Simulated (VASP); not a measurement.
Runs of VASP 6.6.1 on TePb. The structure is cubic, space group Fm-3m (No. 225). Conventional cell: a = 6.536 Å, b = 6.536 Å, c = 6.536 Å, α = 90.00°, β = 90.00°, γ = 90.00°. Within 4.3 Å of Pb (site symmetry m-3m) lie 6 Te at 3.27 Å. Within 4.3 Å of Te (site symmetry m-3m) lie 6 Pb at 3.27 Å. 

```csv
level,potentials or basis,k mesh,grid for exact exchange (PRECFOCK),screening parameter,gap on the mesh (eV),pressure (GPa)
HSE06,"VASP PAW PBE potentials, release 64 (Pb_d, Te)",4 × 4 × 4,Normal,0.2079 1/Å,1.17,-0.5
LDA,"VASP PAW LDA potentials, release 64 (Pb_d, Te)",4 × 4 × 4,-,-,0.70,(b)
PBE,"VASP PAW PBE potentials, release 64 (Pb_d, Te)",4 × 4 × 4,-,-,0.80,0.6
PBE,"VASP PAW PBE potentials, release 64 (Pb_d, Te)",6 × 6 × 6,-,-,0.80,0.6
r2SCAN,"VASP PAW PBE potentials, release 64 (Pb_d, Te)",4 × 4 × 4,-,-,(a),0.0
```

Alike in all rows: task single point; no spin polarisation; cell as given; cutoff (eV) 520; smearing gaussian 0.01 eV.

Fill in the values left out.

(a) 1.09; (b) -3.0.

Caveats: spin-orbit coupling is left out, which moves the levels of the heavy elements; the PAW data sets were made with another functional, which shifts forces and pressure a little (some runs).

A k mesh can miss the band edges, and the runs leave out spin-orbit coupling on Pb, Te.
